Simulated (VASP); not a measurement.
Write the native input for VASP 6.6.1 that does the following.

| Property | Result |
| --- | --- |
| Task | single point |
| Functional | PBE |
| Potentials or basis | VASP PAW PBE potentials, release 64 (B, W_sv) |
| Cutoff | 420 eV |
| k mesh | 1 × 1 × 1, shifted |
| Occupations | fermi-dirac, width 0.05 eV |
| Spin | no spin polarisation |
| Dipole correction | no |
| Further INCAR settings | LREAL = Auto; ALGO = Normal; EDIFF = 1e-06; NBANDS = 57; ISYM = -1 |

The structure of B9W lies in POSCAR:

```
B9W
1.0
    5.2893000000      0.0549780000     -0.1542150000
    0.0549780000      5.6170210000     -0.0299570000
   -0.1542150000     -0.0299570000      5.3834570000
B W
18 2
Direct
    1.0149593832      0.7608093150      0.7976879031
    0.5207251573      0.5886076285      0.4825862915
    0.3835649227      0.8087972227      0.2514476484
    0.5050227211      0.6350097777      0.7953198227
    1.0197282984      0.8308803679      0.4849984095
    0.2545485352      0.6406166661      0.9664130606
    0.9165134450      0.5560694351      0.3535658022
    0.5217954857      0.3503270958      0.7147887388
    0.2459417311      0.5494187767      0.2563404597
    0.6069071009      0.0193367917      0.1305438960
    0.7403028019      0.7751347145      0.9388902906
    0.7648440362      0.3275128306      0.5036900499
    0.3974496429      0.2814882819      0.3975557418
    0.2369426576      0.2384894794      0.0955385250
    0.7091642489      0.7951804970      0.2999960781
    0.1795339998      0.0497644665      0.3493832364
    0.8437030298      0.0748924949      0.3651841590
    0.0024080569      0.4988368785      0.0293291123
    0.8834729490      0.1413841283      0.9026001740
    0.3464156381      0.0110409047      0.7467447478
```

One way to write it, as run:

INCAR

```
SYSTEM = B9W
ALGO     = Normal         ! electronic algorithm
EDIFF    = 1E-6           ! SCF threshold, eV
ENCUT    = 420            ! plane-wave cutoff, eV
GGA      = PE             ! functional
GGA_COMPAT= .False.      
ISIF     = 2              ! what is computed and relaxed
ISMEAR   = -1             ! smearing method
ISYM     = -1           
LASPH    = .True.         ! aspherical terms in the spheres
LCHARG   = .False.        ! write CHGCAR
LREAL    = Auto         
LWAVE    = .False.        ! write WAVECAR
NBANDS   = 57             ! bands
NELM     = 120            ! most SCF steps
PREC     = Accurate       ! precision mode
SIGMA    = 0.05           ! smearing width, eV
```

KPOINTS

```
explicit points
1
Reciprocal
  0.25000000   0.25000000   0.25000000 1
```

Potentials or basis: VASP PAW PBE potentials, release 64 (B, W_sv).

Launch:

```sh
$ cat potpaw_PBE.64/B/POTCAR potpaw_PBE.64/W_sv/POTCAR > POTCAR
$ mpirun -np 1 vasp_std > vasp.out
```

It gave:

The pressure is 6.5 GPa and the largest force is 2.397 eV/Å.

Caveat: the atoms stand as in a frame of molecular dynamics.

Run time: 45 s on 1 thread of Intel Xeon 8259CL (shared host), peak memory 0.22 GiB.
